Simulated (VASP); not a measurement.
Write the native input for VASP 6.6.1 that does the following.

| Quantity | Value |
| --- | --- |
| Task | relaxation of cell and atoms |
| Functional | PBE |
| Potentials or basis | VASP PAW PBE potentials, release 64 (Mg, O) |
| Cutoff | 600 eV |
| k mesh | 17 × 17 × 17 |
| Occupations | fermi-dirac, width 0.1 eV |
| Spin | no spin polarisation |
| Target pressure | 110 GPa |
| Dipole correction | no |
| Further INCAR settings | ALGO = Normal; EDIFF = 1e-07; IBRION = 2; EDIFFG = -0.005; NSW = 60; ISIF = 3 |

The structure of MgO (zincblende type) lies in POSCAR:

```
MgO
1.0
    0.0000000000      1.9455932049      1.9455932049
    1.9455932049      0.0000000000      1.9455932049
    1.9455932049      1.9455932049      0.0000000000
Mg O
1 1
Direct
    0.0000000000      0.0000000000      0.0000000000
    0.2500000000      0.2500000000      0.2500000000
```

These files were run (other wordings do the same):

INCAR

```
SYSTEM = MgO
PREC = Accurate
ENCUT = 600
EDIFF = 1E-7
ISMEAR = -1
SIGMA = 0.1
LREAL = .False.
LASPH = .True.
NELM = 100
ALGO = Normal
ISIF = 3
LWAVE = .False.
LCHARG = .False.
GGA = PE
IBRION = 2
NSW = 60
EDIFFG = -0.005
PSTRESS = 1100.0
```

KPOINTS

```
regular mesh
0
Gamma
  17 17 17
  0 0 0
```

Potentials or basis: VASP PAW PBE potentials, release 64 (Mg, O).

Command:

```console
$ cat potpaw_PBE.64/Mg/POTCAR potpaw_PBE.64/O/POTCAR > POTCAR
$ mpirun -np 1 vasp_std > vasp.out
```

Results of the run:

| Property | Result |
| --- | --- |
| Relaxed volume | 8.13 Å³/atom |
| Relaxed cell | a = 2.843 Å, b = 2.843 Å, c = 2.843 Å, α = 60.00°, β = 60.00°, γ = 60.00° |
| Space group after relaxing (to 0.1 Å) | F-43m (No. 216) |
| Energy change on relaxing (the run minimises the enthalpy) | -648.4 meV/atom |
| Ionic steps | 18 |
| Pressure after relaxing | 110.0 GPa |
| Band gap on the k mesh | 6.23 eV (least direct gap 6.25 eV) |

Caveat: the cell is relaxed towards a set pressure, so the run minimises the enthalpy, not the energy; an odd mesh through Γ misses points on the zone boundary, where band edges can lie.

Run time: 2.2 min on 1 thread of Intel(R) Xeon(R) Platinum 8259CL CPU @ 2.50GHz (Skylake/Cascade Lake), on a shared host, peak memory 0.17 GiB.
